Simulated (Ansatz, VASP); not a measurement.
# One calculation of Mg, two programs

The input INCAR:

```
SYSTEM = Mg
PREC = Accurate ; ENCUT = 520
EDIFF = 1E-6 ; ISMEAR = 0
SIGMA = 0.1 ; LREAL = .FALSE.
LASPH = .TRUE. ; NELM = 60
ALGO = Normal ; ISIF = 2
LWAVE = .FALSE. ; LCHARG = .FALSE.
GGA = CA ; NBANDS = 9
```

Contents of KPOINTS:

```
regular mesh
0
G
  6 6 4
  0 0 0
```

File POSCAR:

```
Mg
1.0
    3.2093000000      0.0000000000      0.0000000000
   -1.6046500000      2.7793353300      0.0000000000
    0.0000000000      0.0000000000      5.2103000000
Mg
2
Direct
    0.3333333300      0.6666666700      0.2500000000
    0.6666666700      0.3333333300      0.7500000000
```

Input for Ansatz:

```yaml
crystal:
  lattice:
    - [3.2093, 0.0, 0.0]
    - [-1.60465, 2.77933533, 0.0]
    - [0.0, 0.0, 5.2103]
  atoms:
    - { symbol: Mg, position: [0.33333333, 0.66666667, 0.25] }
    - { symbol: Mg, position: [0.66666667, 0.33333333, 0.75] }
basis:
  ecutwfc: 420
kpoints:
  mp_grid: { grid: [6, 6, 4] }
hamiltonian:
  xc: lda
  pseudopotentials: { kind: paw, azcp: { folder: soft_1 } }
scf:
  occupations: { method: gaussian, width: 0.1 }
output:
  forces: true
  stress: true
  eigenvalues: true
```

Alike in both runs: task single point; functional LDA; k mesh 6 × 6 × 4; occupations gaussian, width 0.1 eV; no spin polarisation.

|  | VASP | Ansatz |
| --- | --- | --- |
| version | VASP 6.6.1 | Ansatz 0.2.0 |
| potentials or method | VASP PAW LDA potentials, release 64 (Mg), cutoff 520 eV | scalar-relativistic, plane waves, PAW |
| valence electrons in the cell | 4 | 20 |

Ansatz gave:

| Item | Value |
| --- | --- |
| gap on the k mesh at the Fermi level (eV) | none |
| pressure (GPa) | -2.5 |
| traceless stress, the component that is largest in VASP (GPa) | -0.10 |

**Question.** Estimate VASP's values.

**Answer.** gap on the k mesh at the Fermi level (eV): none; pressure (GPa): -2.8; traceless stress, the component that is largest in VASP (GPa): -0.09.

Ansatz warns that its potentials were made for another functional, while VASP's fit it. LDA's correlation is that of Perdew and Zunger in VASP and of Perdew and Wang (1992) in Ansatz. A gap of «none» marks a metal or a gap that the smearing closes. VASP's potentials hold 4 valence electrons a cell and Ansatz's 20, so a difference there can come from the potentials and not from the codes.

The k mesh is coarse, so the values compare programs but aren't converged.
